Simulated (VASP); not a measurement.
H:

```xyz
2
Lattice="-1.6915 1.6915 2.0585 1.6915 -1.6915 2.0585 1.6915 1.6915 -2.0585" Properties=species:S:1:pos:R:3 pbc="T T T"
H     0.0000    0.0000    3.7459
H     0.0000    0.0000    0.3711
```

| Property | Result |
| --- | --- |
| Program | VASP 6.6.1 |
| Task | relaxation of cell and atoms |
| Functional | LDA |
| Potentials or basis | VASP PAW LDA potentials, release 64 (H) |
| Cutoff | 600 eV |
| k mesh | 14 × 14 × 14 |
| Occupations | fermi-dirac, width 0.1 eV |
| Spin | no spin polarisation |

At the start: pressure 0.9 GPa; volume 11.78 Å³/atom.

Task: Where does the relaxation end?

Result: Over 47 steps the energy falls by 22.7 meV/atom and the volume is 7.59 Å³/atom (-35.5 %); space group I4/mmm (No. 139, to 0.05 Å).

Step by step:
| step | energy change (eV) | largest force (eV/Å) | pressure (GPa) | volume (Å³) |
| --- | --- | --- | --- | --- |
| 1 | 0.0000 | 0.9651 | 0.87 | 23.56 |
| 3 | -0.0130 | 0.0223 | -0.81 | 23.62 |
| 5 | -0.0130 | 0.0216 | -0.72 | 23.62 |
| 7 | -0.0160 | 0.0308 | -0.72 | 23.00 |
| 9 | -0.0286 | 0.0897 | -0.56 | 20.34 |
| 11 | -0.0132 | 0.6683 | 5.09 | 11.76 |
| 13 | -0.0408 | 0.4583 | 0.97 | 15.96 |
| 15 | -0.0432 | 0.2724 | 0.63 | 15.60 |
| 17 | -0.0444 | 0.0294 | 0.18 | 15.11 |
| 19 | -0.0445 | 0.0265 | 0.15 | 15.16 |
| 21 | -0.0445 | 0.0138 | 0.02 | 15.43 |
| 23 | -0.0445 | 0.0023 | 0.00 | 15.37 |
| 25 | -0.0445 | 0.0251 | -0.06 | 15.35 |
| 27 | -0.0445 | 0.0109 | -0.02 | 15.36 |
| 29 | -0.0445 | 0.0107 | -0.01 | 15.34 |
| 31 | -0.0446 | 0.0106 | 0.02 | 15.22 |
| 33 | -0.0446 | 0.0103 | 0.19 | 14.76 |
| 35 | -0.0447 | 0.0627 | 0.31 | 14.98 |
| 37 | -0.0447 | 0.0332 | 0.23 | 14.98 |
| 39 | -0.0449 | 0.0290 | 0.21 | 15.00 |
| 41 | -0.0452 | 0.0161 | 0.13 | 15.07 |
| 43 | -0.0454 | 0.0078 | 0.05 | 15.19 |
| 45 | -0.0454 | 0.0304 | -0.08 | 15.19 |
| 47 | -0.0454 | 0.0004 | 0.03 | 15.19 |

Final structure:
```yaml
crystal:
  lattice:
    - [-1.40393, 1.40393, 1.92659]
    - [1.40393, -1.40393, 1.92659]
    - [1.40393, 1.40393, -1.92659]
  atoms:
    - { symbol: H, position: [0.89992, 0.89992, 0.00000] }
    - { symbol: H, position: [0.10008, 0.10008, 0.00000] }
```

Caveat: the volume moved by over 15 % at a fixed basis, so the end points are rough.
